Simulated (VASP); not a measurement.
# CdS (P6_3mc) in VASP: vibrations by perturbation theory with LDA

Aim: the vibrations by perturbation theory of CdS with LDA.

Program: VASP 6.6.1. These are calculated values, not measurements. Logs are shortened: lines on timing, memory, paths and dates and some standing lists are left out, and cuts for length are marked.

### 1 The cell of the first run

It takes space group P6_3mc (No. 186, hexagonal). Conventional cell: a = 4.018 Å, b = 4.018 Å, c = 6.554 Å, α = 90.00°, β = 90.00°, γ = 120.00°. Within 3.2 Å of Cd (site symmetry 3m) lie 4 S at 2.46 Å. S (site symmetry 3m) has 4 Cd at 2.46 Å within 3.2 Å.

### 2 Vibrations by perturbation theory, LDA

INCAR

```
SYSTEM = CdS
PREC = Accurate
ENCUT = 520
EDIFF = 1E-8
ISMEAR = 0
SIGMA = 0.01
LREAL = .FALSE.
LASPH = .TRUE.
NELM = 100
ALGO = Normal
ISIF = 2
LWAVE = .FALSE.
LCHARG = .FALSE.
NBANDS = 26
IBRION = 8
NSW = 1
```

KPOINTS

```
regular mesh
0
G
  9 9 6
  0 0 0
```

POSCAR

```
CdS
1.0
    4.0178600145      0.0000000000      0.0000000000
   -2.0089300072      3.4795688414      0.0000000000
    0.0000000000      0.0000000000      6.5539939207
Cd S
2 2
Direct
    0.3333333333      0.6666666667      0.0006509775
    0.6666666667      0.3333333333      0.5006509775
    0.3333333333      0.6666666667      0.3763490225
    0.6666666667      0.3333333333      0.8763490225
```

Potentials or basis: VASP PAW LDA potentials, release 64 (Cd, S).

Launch:

```console
$ cat potpaw_LDA.64/Cd/POTCAR potpaw_LDA.64/S/POTCAR > POTCAR
$ mpirun -np 1 vasp_std > vasp.out
```

OUTCAR:

```text
SYSTEM = CdS
   PREC = Accurate
   ENCUT = 520
   EDIFF = 1E-8
   ISMEAR = 0
   LREAL = .FALSE.
   LASPH = .TRUE.
   NELM = 100
   ISIF = 2
   IBRION = 8
   NSW = 1

 ion  position               nearest neighbor table
   1  0.333  0.667  0.001-   4 2.46   4 2.46   4 2.46   3 2.46
   2  0.667  0.333  0.501-   3 2.46   3 2.46   3 2.46   4 2.46
   3  0.333  0.667  0.376-   2 2.46   2 2.46   2 2.46   1 2.46
   4  0.667  0.333  0.876-   1 2.46   1 2.46   1 2.46   2 2.46

  LATTYP: Found a hexagonal cell.
 ALAT       =     4.0178600145
 C/A-ratio  =     1.6312150988

  Lattice vectors:

 A1 = (   4.0178600145,   0.0000000000,   0.0000000000)
 A2 = (  -2.0089300072,   3.4795688414,   0.0000000000)
 A3 = (   0.0000000000,   0.0000000000,   6.5539939207)

Analysis of symmetry for initial positions (statically):
=====================================================================
 Subroutine PRICEL returns:
 Original cell was already a primitive cell.

 Routine SETGRP: Setting up the symmetry group for a
 hexagonal supercell.

 Subroutine GETGRP returns: Found 12 space group operations
 (whereof  6 operations were pure point group operations)
 out of a pool of 24 trial point group operations.

The static configuration has the point symmetry C_3v.
 The point group associated with its full space group is C_6v.

Analysis of symmetry for dynamics (positions and initial velocities):
=====================================================================
 Subroutine PRICEL returns:
 Original cell was already a primitive cell.

 Routine SETGRP: Setting up the symmetry group for a
 hexagonal supercell.

 Subroutine GETGRP returns: Found 12 space group operations
 (whereof  6 operations were pure point group operations)
 out of a pool of 24 trial point group operations.

The dynamic configuration has the point symmetry C_3v.
 The point group associated with its full space group is C_6v.

 Subroutine INISYM returns: Found 12 space group operations
 (whereof  6 operations are pure point group operations),
 and found     1 'primitive' translations

----------------------------------------------------------------------------------------

                                     Primitive cell

  volume of cell :      91.6276

  direct lattice vectors                    reciprocal lattice vectors
     4.017860015  0.000000000  0.000000000     0.248888711  0.143695964  0.000000000
    -2.008930007  3.479568841  0.000000000     0.000000000  0.287391929  0.000000000
     0.000000000  0.000000000  6.553993921     0.000000000  0.000000000  0.152578719

  length of vectors
     4.017860015  4.017860014  6.553993921     0.287391929  0.287391929  0.152578719

  position of ions in fractional coordinates (direct lattice)
     0.333333333  0.666666667  0.000650978
     0.666666667  0.333333333  0.500650978
     0.333333333  0.666666667  0.376349023
     0.666666667  0.333333333  0.876349023

  ion indices of the primitive-cell ions
   primitive index   ion index
                 1           1
                 2           2
                 3           3
                 4           4

----------------------------------------------------------------------------------------

 KPOINTS: regular mesh

Automatic generation of k-mesh.
 Grid dimensions read from file:
 generate k-points for:    9    9    6

 Generating k-lattice:

  Cartesian coordinates                     Fractional coordinates (reciprocal lattice)
     0.027654301  0.015966218  0.000000000     0.111111111  0.000000000  0.000000000
     0.000000000  0.031932437  0.000000000     0.000000000  0.111111111  0.000000000
     0.000000000  0.000000000  0.025429787     0.000000000  0.000000000  0.166666667

  Length of vectors
     0.031932437  0.031932437  0.025429787

  Shift w.r.t. Gamma in fractional coordinates (k-lattice)
     0.000000000  0.000000000  0.000000000

 Subroutine IBZKPT returns following result:
[... 67 lines left out ...]
   IMIX   =      4    mixing-type and parameters
     AMIX     =   0.40;   BMIX     =  1.00
     AMIX_MAG =   1.60;   BMIX_MAG =  1.00
  volume/ion in A,a.u.               =      22.91       154.58
  Fermi-wavevector in a.u.,A,eV,Ry     =   1.199040  2.265857 19.561045  1.437696
  Thomas-Fermi vector in A             =   2.334913
   LORBIT       =      0    0 simple, 1 ext, 2 COOP (PROOUT), +10 PAW based schemes
   GGA     = CA    functional components
   LHFCALC =     F    Hartree Fock is set to
   AEXX    =    0.0000 exact exchange contribution
   IVDW    =     0    specifies the selected vdW correction
   LEPSILON=     F    determine dielectric tensor
   LRPA    =     F    only Hartree local field effects (RPA)
 non-spin polarized calculation
 Gauss-broadening in eV      SIGMA  =   0.01
  energy-cutoff  :      520.00
  volume of cell :       91.63
 maximum number of plane-waves:      2539
 NGX is ok and might be reduce to    30
   NGX = 15   NGY = 15   NGZ = 25

--------------------------------------- Ionic step        1  -------------------------------------------

 number of electron      36.0000008 magnetization

 Free energy of the ion-electron system (eV)
  ---------------------------------------------------
  ext. energy  EPLUGINS =         0.00000000
  ---------------------------------------------------
  free energy    TOTEN  =       -14.76901895 eV

  energy without entropy =      -14.76901895  energy(sigma->0) =      -14.76901895

 E-fermi :   1.9745     XC(G=0):  -9.9475

 val. band max:        1.8646218847   @ k =   0.0000   0.0000   0.0000
 cond. band min:       3.0098826211   @ k =   0.0000   0.0000   0.0000
 fundamental gap:      1.1452607363
 Fermi energy:         1.9745011545

 k-point     1 :       0.0000    0.0000    0.0000
  band No.  band energies     occupation
      1     -11.0301      2.00000
      2     -10.4998      2.00000
      3      -6.2401      2.00000
      4      -6.2257      2.00000
      5      -6.2257      2.00000
      6      -6.1219      2.00000
[... 685 lines left out ...]
     25      11.1227      0.00000
     26      11.2153      0.00000

 [... further k-points ...]

------------------------ aborting loop because EDIFF is reached ----------------------------------------

  FORCE on cell =-STRESS in cart. coord.  units (eV):
  Direction    XX          YY          ZZ          XY          YZ          ZX
  --------------------------------------------------------------------------------------
  -------------------------------------------------------------------------------------
  Total        2.0898259      2.0898259      2.0970327      0.0000000      0.0000000      0.0000000
  in kB       36.5421766     36.5421766     36.6681934      0.0000000      0.0000000      0.0000000
  external PRESSURE =      36.5841822 kB  Pullay stress =       0.0000000 kB

 VOLUME and BASIS-vectors are now :
 -----------------------------------------------------------------------------
  energy-cutoff  :      520.00
  volume of cell :       91.63
      direct lattice vectors                 reciprocal lattice vectors
     4.017860015  0.000000000  0.000000000     0.248888711  0.143695964  0.000000000
    -2.008930007  3.479568841  0.000000000     0.000000000  0.287391929  0.000000000
     0.000000000  0.000000000  6.553993921     0.000000000  0.000000000  0.152578719

 POSITION                                       TOTAL-FORCE (eV/Angst)
 -----------------------------------------------------------------------------------
     -0.00000      2.31971      0.00427         0.000000      0.000000      0.001127
      2.00893      1.15986      3.28126         0.000000     -0.000000      0.001127
     -0.00000      2.31971      2.46659         0.000000      0.000000     -0.001127
      2.00893      1.15986      5.74359        -0.000000      0.000000     -0.001127
 -----------------------------------------------------------------------------------
    total drift:                               -0.000000     -0.000000     -0.000342

  FREE ENERGIE OF THE ION-ELECTRON SYSTEM (eV)
  ---------------------------------------------------
  free  energy   TOTEN  =       -14.7690189455 eV

  energy  without entropy=      -14.7690189455  energy(sigma->0) =      -14.76901895

[... ionic steps 2 to 9 ...]

--------------------------------------- Ionic step       10  -------------------------------------------

------------------------ aborting loop because EDIFF is reached ----------------------------------------

[... ionic steps 11 to 11 ...]

--------------------------------------- Ionic step       12  -------------------------------------------

 Free energy of the ion-electron system (eV)
  ---------------------------------------------------
  ---------------------------------------------------
  free energy    TOTEN  =        -0.12145873 eV

  energy without entropy =       -0.12145873

------------------------ aborting loop because EDIFF is reached ----------------------------------------

 INTERNAL STRAIN TENSOR  FOR ION    3  DIRECTION 3   (eV/Angst):
 -----------------------------------------------------------------------------
     5.56907  0.00000 -0.00000
     0.00000  5.56907  0.00000
     0.00000 -0.00000-10.73963

 INTERNAL STRAIN TENSOR FOR ION    4 for displacements in x,y,z  (eV/Angst):
          X           Y           Z          XY          YZ          ZX
  --------------------------------------------------------------------------------
  x     0.00000    -0.00000    -0.00000     9.03168     0.00000     5.70165
  y     9.03168    -9.03168     0.00000    -0.00000     5.30631     0.00000
  z     5.56907     5.56907   -10.73963     0.00000     0.00000    -0.00000

 SECOND DERIVATIVES (NOT SYMMETRIZED)
 ------------------------------------
               1X          1Y          1Z          2X          2Y          2Z          3X          3Y          3Z          4X          4Y          4Z
  1X    -6.641328   -0.000000    0.000000   -0.070426   -0.000000    0.000000   -0.074492   -0.000000   -0.000000    6.786246    0.000000   -0.000000
  1Y    -0.000000   -6.641328    0.000000   -0.000000   -0.070426    0.000000   -0.000000   -0.074492    0.000000    0.000000    6.786246    0.000000
  1Z    -0.000000    0.000000   -8.208544    0.000000    0.000000    1.782817    0.000000    0.000000    5.157943    0.000000    0.000000    1.267783
  2X    -0.070426   -0.000000    0.000000   -6.641328   -0.000000   -0.000000    6.786246    0.000000    0.000000   -0.074492   -0.000000    0.000000
  2Y    -0.000000   -0.070426    0.000000   -0.000000   -6.641328   -0.000000    0.000000    6.786246    0.000000   -0.000000   -0.074492   -0.000000
  2Z     0.000000    0.000000    1.782817    0.000000    0.000000   -8.208544   -0.000000    0.000000    1.267783   -0.000000    0.000000    5.157943
  3X    -0.066998   -0.000000   -0.000000    6.792512    0.000000    0.000000   -7.289732   -0.000000    0.000000    0.564218    0.000000    0.000000
  3Y    -0.000000   -0.066998    0.000000    0.000000    6.792512    0.000000   -0.000000   -7.289732    0.000000    0.000000    0.564218    0.000000
  3Z     0.000000    0.000000    5.148618    0.000000    0.000000    1.267604    0.000000    0.000000   -9.395075   -0.000000    0.000000    2.978853
  4X     6.792512    0.000000    0.000000   -0.066998   -0.000000    0.000000    0.564218    0.000000   -0.000000   -7.289732   -0.000000    0.000000
  4Y     0.000000    6.792512   -0.000000   -0.000000   -0.066998    0.000000    0.000000    0.564218    0.000000   -0.000000   -7.289732    0.000000
  4Z    -0.000000    0.000000    1.267604   -0.000000    0.000000    5.148618    0.000000    0.000000    2.978853   -0.000000   -0.000000   -9.395075

 Eigenvectors and eigenvalues of the dynamical matrix
 ----------------------------------------------------

   1 f  =    9.879691 THz    62.075932 2PiTHz  329.551036 cm-1    40.859103 meV
             X         Y         Z           dx          dy          dz
     -0.000000  2.319713  0.004267    -0.000000    0.000000    0.144286
      2.008930  1.159856  3.281263     0.000000   -0.000000   -0.144286
     -0.000000  2.319713  2.466589    -0.000000    0.000000   -0.692229
      2.008930  1.159856  5.743586     0.000000   -0.000000    0.692229
[... 71 lines left out ...]
  12 f/i=    0.003451 THz     0.021684 2PiTHz    0.115119 cm-1     0.014273 meV
             X         Y         Z           dx          dy          dz
     -0.000000  2.319713  0.004267    -0.468631    0.411811    0.000000
      2.008930  1.159856  3.281263    -0.468631    0.411811    0.000000
     -0.000000  2.319713  2.466589    -0.250037    0.219721    0.000000
      2.008930  1.159856  5.743586    -0.250037    0.219721    0.000000

--------------------------------------------------------------------------------------------------------

 ELASTIC MODULI CONTR FROM IONIC RELAXATION (kBar)
 Direction    XX          YY          ZZ          XY          YZ          ZX
 --------------------------------------------------------------------------------
 XX        -532.6140    194.2635    325.0553     -0.0000      0.0000     -0.0000
 YY         194.2635   -532.6140    325.0553     -0.0000      0.0000      0.0000
 ZZ         325.0553    325.0553   -624.5651      0.0000      0.0000     -0.0000
 XY          -0.0000     -0.0000      0.0000   -363.4387      0.0000     -0.0000
 YZ          -0.0000      0.0000      0.0000      0.0000   -157.0442     -0.0000
 ZX          -0.0000      0.0000     -0.0000     -0.0000     -0.0000   -162.4234
 --------------------------------------------------------------------------------
```

It took 20 min on 1 thread of Intel Xeon Platinum 8488C (Sapphire Rapids), shared host; peak memory 1.1 GiB.

Results:

* Highest phonon frequency at Γ, LO-TO splitting left out: 330 cm⁻¹

Phonon frequencies in cm⁻¹ (negative: imaginary):
| q point | frequencies |
| --- | --- |
| (0.000, 0.000, 0.000) | 0 0 0 34 34 143 264 271 271 285 285 330 |

Caveat: the cell stands under pressure or tension, which shifts response properties.
